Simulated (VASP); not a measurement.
# Ru14W in VASP: relaxation of the atoms with PBE

Aim: the relaxation of the atoms of Ru14W with PBE.

All numbers are computed with VASP 6.6.1; they aren't measurements. Logs are shortened: lines on timing, memory, paths and dates and some standing lists are left out, and cuts for length are marked.

## 1. The cell of the first run

The cell holds a slab with vacuum, 15 atoms: a = 4.711 Å, b = 4.711 Å, c = 20.594 Å, α = 90.00°, β = 90.00°, γ = 120.00°.

## 2. Relaxation of the atoms, PBE

File INCAR:

```
ALGO = Normal
DIPOL = 0.5 0.5 0.500
EDIFF = 1E-7
EDIFFG = -0.08
ENCUT = 520
GGA = PE
IBRION = 2
IDIPOL = 3
ISIF = 2
ISMEAR = 1
LASPH = True
LCHARG = False
LDIPOL = True
LREAL = Auto
LWAVE = False
NELM = 100
NSW = 90
PREC = Accurate
SIGMA = 0.1
```

File KPOINTS:

```
k-points
0
Gamma
  6 6 1
```

File POSCAR:

```
Ru14W
1.0
    4.0796284438      2.3553745437      0.0000000000
   -4.0796284438      2.3553745437      0.0000000000
    0.0000000000      0.0000000000     20.5940128308
Ru W
14 1
Direct
    0.3333330000      0.3333330000      0.2913468128
    0.6666670000      0.0000000000      0.2913468128
    0.0000000000      0.6666670000      0.2913468128
    0.3333330000      0.0000000000      0.3956734064
    0.6666670000      0.6666670000      0.3956734064
    1.0000000000      0.3333330000      0.3956734064
    0.3333330000      0.3333330000      0.5000000000
    0.6666670000      0.0000000000      0.5000000000
    0.0000000000      0.6666670000      0.5000000000
    0.6666670000      0.6666670000      0.6043265936
    1.0000000000      0.3333330000      0.6043265936
    0.3333330000      0.3333330000      0.7086531872
    0.6666670000      0.0000000000      0.7086531872
    0.0000000000      0.6666670000      0.7086531872
    0.3333330000      0.0000000000      0.6043265936
```

Potentials or basis: VASP PAW PBE potentials, release 64 (Ru_pv, W_sv).

On the command line:

```sh
> cat potpaw_PBE.64/Ru_pv/POTCAR potpaw_PBE.64/W_sv/POTCAR > POTCAR
> mpirun -np 1 vasp_std > vasp.out
```

OUTCAR:

```text
EDIFF = 1E-7
   EDIFFG = -0.08
   ENCUT = 520
   GGA = PE
   IBRION = 2
   ISIF = 2
   ISMEAR = 1
   LASPH = True
   LREAL = Auto
   NELM = 100
   NSW = 90
   PREC = Accurate

 ion  position               nearest neighbor table
   1  0.333  0.333  0.291-   4 2.66   6 2.66   5 2.66   3 2.72   2 2.72   2 2.72   3 2.72   3 2.72
                             2 2.72
   2  0.667  0.000  0.291-   6 2.66   5 2.66   4 2.66   1 2.72   3 2.72   1 2.72   3 2.72   3 2.72
                             1 2.72
   3  0.000  0.667  0.291-   4 2.66   5 2.66   6 2.66   1 2.72   2 2.72   1 2.72   2 2.72   2 2.72
                             1 2.72
   4  0.333  0.000  0.396-   3 2.66   9 2.66   7 2.66   1 2.66   8 2.66   2 2.66   5 2.72   6 2.72
                             5 2.72   6 2.72   6 2.72   5 2.72
   5  0.667  0.667  0.396-   2 2.66   3 2.66   8 2.66   9 2.66   1 2.66   7 2.66   4 2.72   6 2.72
                             4 2.72   6 2.72   6 2.72   4 2.72
   6  0.000  0.333  0.396-   2 2.66   8 2.66   7 2.66   1 2.66   3 2.66   9 2.66   5 2.72   4 2.72
                             5 2.72   4 2.72   4 2.72   5 2.72
   7  0.333  0.333  0.500-   4 2.66   6 2.66  11 2.66  15 2.66   5 2.66  10 2.66   9 2.72   8 2.72
                             9 2.72   8 2.72   9 2.72   8 2.72
   8  0.667  0.000  0.500-   6 2.66  11 2.66  10 2.66   5 2.66   4 2.66  15 2.66   7 2.72   9 2.72
                             7 2.72   9 2.72   9 2.72   7 2.72
   9  0.000  0.667  0.500-   4 2.66  15 2.66  10 2.66   5 2.66  11 2.66   6 2.66   7 2.72   8 2.72
                             7 2.72   8 2.72   8 2.72   7 2.72
  10  0.667  0.667  0.604-   8 2.66   9 2.66  13 2.66  14 2.66   7 2.66  12 2.66  15 2.72  11 2.72
                            15 2.72  11 2.72  11 2.72  15 2.72
  11  0.000  0.333  0.604-   8 2.66  13 2.66  12 2.66   7 2.66   9 2.66  14 2.66  10 2.72  15 2.72
                            10 2.72  15 2.72  15 2.72  10 2.72
  12  0.333  0.333  0.709-  11 2.66  15 2.66  10 2.66  14 2.72  13 2.72  13 2.72  14 2.72  14 2.72
                            13 2.72
  13  0.667  0.000  0.709-  11 2.66  10 2.66  15 2.66  12 2.72  14 2.72  12 2.72  14 2.72  14 2.72
                            12 2.72
  14  0.000  0.667  0.709-  15 2.66  10 2.66  11 2.66  12 2.72  13 2.72  12 2.72  13 2.72  13 2.72
                            12 2.72
  15  0.333  0.000  0.604-   9 2.66  14 2.66  12 2.66   7 2.66  13 2.66   8 2.66  10 2.72  11 2.72
                            10 2.72  11 2.72  11 2.72  10 2.72

  LATTYP: Found a hexagonal cell.
 ALAT       =     4.7107491422
 C/A-ratio  =     4.3717065395

  Lattice vectors:

 A1 = (   4.0796284438,   2.3553745437,   0.0000000000)
 A2 = (  -4.0796284438,   2.3553745437,   0.0000000000)
 A3 = (   0.0000000000,   0.0000000000,  20.5940128308)

Analysis of symmetry for initial positions (statically):
=====================================================================
 Subroutine PRICEL returns:
 Original cell was already a primitive cell.

 Routine SETGRP: Setting up the symmetry group for a
 hexagonal supercell.

 Subroutine GETGRP returns: Found  6 space group operations
 (whereof  2 operations were pure point group operations)
 out of a pool of 24 trial point group operations.

The static configuration has the point symmetry C_1h.
 The point group associated with its full space group is C_3v.

Analysis of symmetry for dynamics (positions and initial velocities):
=====================================================================
 Subroutine PRICEL returns:
 Original cell was already a primitive cell.

 Routine SETGRP: Setting up the symmetry group for a
 hexagonal supercell.

 Subroutine GETGRP returns: Found  6 space group operations
 (whereof  2 operations were pure point group operations)
 out of a pool of 24 trial point group operations.

The dynamic configuration has the point symmetry C_1h.
 The point group associated with its full space group is C_3v.

 Subroutine INISYM returns: Found  6 space group operations
 (whereof  2 operations are pure point group operations),
 and found     1 'primitive' translations

----------------------------------------------------------------------------------------

                                     Primitive cell

  volume of cell :     395.7779

  direct lattice vectors                    reciprocal lattice vectors
     4.079628444  2.355374544  0.000000000     0.122560181  0.212280464  0.000000000
[... 74 lines left out ...]
  0.333333  0.166667  0.000000     12.000000
  0.333333  0.333333  0.000000      2.000000
   k-points           NKPTS =      7   k-points in BZ     NKDIM =      7   number of bands    NBANDS=    126
   number of dos      NEDOS =    301   number of ions     NIONS =     15
   total plane-waves  NPLWV = 207360
   dimension x,y,z NGX =    36 NGY =   36 NGZ =  160
   dimension x,y,z NGXF=    72 NGYF=   72 NGZF=  320
   ions per type =              14   1
   NGX,Y,Z   is equivalent  to a cutoff of  12.70, 12.70, 12.92 a.u.
   NGXF,Y,Z  is equivalent  to a cutoff of  25.41, 25.41, 25.83 a.u.
 SYSTEM =  unknown system
   PREC   = accura    normal or accurate (medium, high low for compatibility)
   ISTART =      0    job   : 0-new  1-cont  2-samecut
   ICHARG =      2    charge: 1-file 2-atom 10-const
   ISPIN  =      1    spin polarized calculation?
   LNONCOLLINEAR =      F non collinear calculations
   LSORBIT =      F    spin-orbit coupling
   LASPH  =      T    aspherical Exc in radial PAW
   ENCUT  =  520.0 eV  38.22 Ry    6.18 a.u.   8.76  8.76 38.29*2*pi/ulx,y,z
   NELM   =    100;   NELMIN=  2; NELMDL= -5     # of ELM steps
   EDIFF  = 0.1E-06   stopping-criterion for ELM
   LREAL  =      T    real-space projection
   EDIFFG = -.8E-01   stopping-criterion for IOM
   NSW    =     90    number of steps for IOM
   IBRION =      2    ionic relax: 0-MD 1-quasi-New 2-CG
   NFREE  =      1    steps in history (QN), initial steepest desc. (CG)
   ISIF   =      2    stress and relaxation
   ISYM   =      2    0-nonsym 1-usesym 2-fastsym
   POTIM  = 0.5000    time-step for ionic-motion
   TEBEG  =    0.0;   TEEND  =   0.0 temperature during run
   PSTRESS=    0.0 pullay stress
   NELECT =     210.0000    total number of electrons
   NUPDOWN=      -1.0000    fix difference up-down
   EMIN   =  10.00;   EMAX   =-10.00  energy-range for DOS
   EFERMI =   0.00;   METHOD = LEGACY
   ISMEAR =     1;   SIGMA  =   0.10  broadening in eV -4-tet -1-fermi 0-gaus
   EFERMI_NEDOS =   21; number of points for ismear=-14 and -15
   IALGO  =     38    algorithm
   IMIX   =      4    mixing-type and parameters
     AMIX     =   0.40;   BMIX     =  1.00
     AMIX_MAG =   1.60;   BMIX_MAG =  1.00
  volume/ion in A,a.u.               =      26.39       178.06
  Fermi-wavevector in a.u.,A,eV,Ry     =   1.325350  2.504549 23.899367  1.756554
  Thomas-Fermi vector in A             =   2.454818
   LORBIT       =      0    0 simple, 1 ext, 2 COOP (PROOUT), +10 PAW based schemes
   GGA     = PE    functional components
   LHFCALC =     F    Hartree Fock is set to
   AEXX    =    0.0000 exact exchange contribution
   IVDW    =     0    specifies the selected vdW correction
   LEPSILON=     F    determine dielectric tensor
   LRPA    =     F    only Hartree local field effects (RPA)
 conjugate gradient relaxation of ions
 non-spin polarized calculation
 Methfessel and Paxton  Order N= 1 SIGMA  =   0.10
  energy-cutoff  :      520.00
  volume of cell :      395.78
 maximum number of plane-waves:     10691
 NGX is ok and might be reduce to    36
   NGX = 17   NGY = 17   NGZ = 77

--------------------------------------- Ionic step        1  -------------------------------------------

 number of electron     210.0000023 magnetization

 Free energy of the ion-electron system (eV)
  ---------------------------------------------------
  ext. energy  EPLUGINS =         0.00000000
  ---------------------------------------------------
  free energy    TOTEN  =      -136.14311828 eV

  energy without entropy =     -136.14139733  energy(sigma->0) =     -136.14254463

------------------------ aborting loop because EDIFF is reached ----------------------------------------

  FORCE on cell =-STRESS in cart. coord.  units (eV):
  Direction    XX          YY          ZZ          XY          YZ          ZX
  --------------------------------------------------------------------------------------
  -------------------------------------------------------------------------------------
  Total       -7.1860733     -7.1860731     -5.0284431      0.0000000      0.0000000      0.0000000
  in kB      -29.0904649    -29.0904640    -20.3560055      0.0000000      0.0000000      0.0000000
  external PRESSURE =     -26.1789781 kB  Pullay stress =       0.0000000 kB
[... 30 lines left out ...]
  FREE ENERGIE OF THE ION-ELECTRON SYSTEM (eV)
  ---------------------------------------------------
  free  energy   TOTEN  =      -136.1431182816 eV

  energy  without entropy=     -136.1413973321  energy(sigma->0) =     -136.14254463

 dipolmoment           0.000000      0.000000      0.011370 electrons x Angstroem

--------------------------------------- Ionic step        2  -------------------------------------------

 number of electron     210.0000024 magnetization

------------------------ aborting loop because EDIFF is reached ----------------------------------------
[... 93 lines left out ...]
--------------------------------------- Ionic step        4  -------------------------------------------

 number of electron     210.0000023 magnetization

 dipolmoment           0.000000      0.000000     -0.027888 electrons x Angstroem

 Free energy of the ion-electron system (eV)
  ---------------------------------------------------
  ext. energy  EPLUGINS =         0.00000000
  ---------------------------------------------------
  free energy    TOTEN  =      -136.39650215 eV

  energy without entropy =     -136.40725517  energy(sigma->0) =     -136.40008649

 E-fermi :   4.3487     XC(G=0):  -8.2893

 val. band max:        4.2930717907   @ k =   0.1667   0.0000   0.0000
 cond. band min:       4.3687577018   @ k =   0.3333   0.0000   0.0000
 fundamental gap:      0.0756859111
 Fermi energy:         4.3486662296

 k-point     1 :       0.0000    0.0000    0.0000
  band No.  band energies     occupation
      1     -69.7748      2.00000
      2     -39.2348      2.00000
      3     -39.1090      2.00000
      4     -39.1090      2.00000
      5     -39.0388      2.00000
      6     -39.0388      2.00000
[... 829 lines left out ...]
    116       5.1001     -0.00000
    117       5.1001     -0.00000
 [bands above 117 left out]

------------------------ aborting loop because EDIFF is reached ----------------------------------------

 vacuum level on the upper side and lower side of the slab       (xc-potential included)        -0.357        -0.098

  FORCE on cell =-STRESS in cart. coord.  units (eV):
  Direction    XX          YY          ZZ          XY          YZ          ZX
  --------------------------------------------------------------------------------------
  -------------------------------------------------------------------------------------
  Total       -4.5877666     -4.5877665     -0.9546846      0.0000000      0.0000000      0.0000000
  in kB      -18.5720710    -18.5720704     -3.8647282      0.0000000      0.0000000      0.0000000
  external PRESSURE =     -13.6696232 kB  Pullay stress =       0.0000000 kB
[... 30 lines left out ...]
  FREE ENERGIE OF THE ION-ELECTRON SYSTEM (eV)
  ---------------------------------------------------
  free  energy   TOTEN  =      -136.3965021455 eV

  energy  without entropy=     -136.4072551694  energy(sigma->0) =     -136.40008649

 reached required accuracy - stopping structural energy minimisation

 vacuum level on the upper side and lower side of the slab         8.888         9.155
```

Wall time 35 min (1 thread of AMD EPYC 9R45 (Zen 5), shared host); peak memory 0.59 GiB.

What came out:

* Free energy: -136.3965 eV
* Energy gained by relaxing: 16.9 meV/atom
* Ionic steps: 4
* Largest force after relaxing: 0.080 eV/Å
* Band gap on the k mesh: zero (bands 105 and 106 overlap by 0.58 eV)

Forces in eV/Å, atoms in the order of the input:
```
Ru   0.011 -0.006  0.020
Ru  -0.011 -0.006  0.020
Ru   0.000  0.013  0.020
Ru   0.000  0.000  0.080
Ru   0.000  0.000  0.032
Ru   0.000  0.000  0.032
Ru  -0.010  0.006 -0.038
Ru   0.010  0.006 -0.038
Ru   0.000 -0.011 -0.038
Ru   0.000  0.000 -0.036
Ru   0.000  0.000 -0.036
Ru  -0.044  0.025 -0.013
Ru   0.044  0.025 -0.013
Ru   0.000 -0.050 -0.013
W    0.000  0.000  0.022
```

Step by step:
| step | energy change (eV) | largest force (eV/Å) | pressure (GPa) |
| --- | --- | --- | --- |
| 1 | 0.0000 | 1.4143 | -2.62 |
| 2 | -0.2473 | 0.1428 | -1.44 |
| 3 | -0.2474 | 0.1439 | -1.41 |
| 4 | -0.2534 | 0.0799 | -1.37 |

Final structure:
```
Ru W
1.0
     4.07963    2.35537    0.00000
    -4.07963    2.35537    0.00000
     0.00000    0.00000   20.59401
Ru W
14 1
Direct
  0.33333 0.33372 0.29339
  0.66706 0.00000 0.29339
  0.99961 0.66628 0.29339
  0.33333 0.00000 0.39466
  0.66667 0.66667 0.39292
  0.00000 0.33333 0.39292
  0.33333 0.33550 0.49904
  0.66883 0.00000 0.49904
  0.99783 0.66450 0.49904
  0.66667 0.66667 0.60645
  0.00000 0.33333 0.60645
  0.33333 0.33506 0.70727
  0.66839 0.00000 0.70727
  0.99827 0.66494 0.70727
  0.33333 0.00000 0.60749
```

Levels at points of the mesh, in eV from the Fermi level:
```tsv
k point	band 101	band 102	band 103	band 104	band 105	band 106	band 107	band 108	band 109	band 110
(0.00, 0.00, 0.00)	-0.91	-0.78	-0.78	-0.21	-0.21	0.11	0.11	0.37	0.58	0.58
(0.50, 0.00, 0.00)	-0.28	-0.24	-0.22	0.06	0.15	0.24	0.46	0.53	0.67	0.69
```

Caveat: spin-orbit coupling is left out, which moves the levels of the heavy elements; the relaxation stopped at a loose force limit of 0.08 eV/Å, so its end isn't a converged minimum.
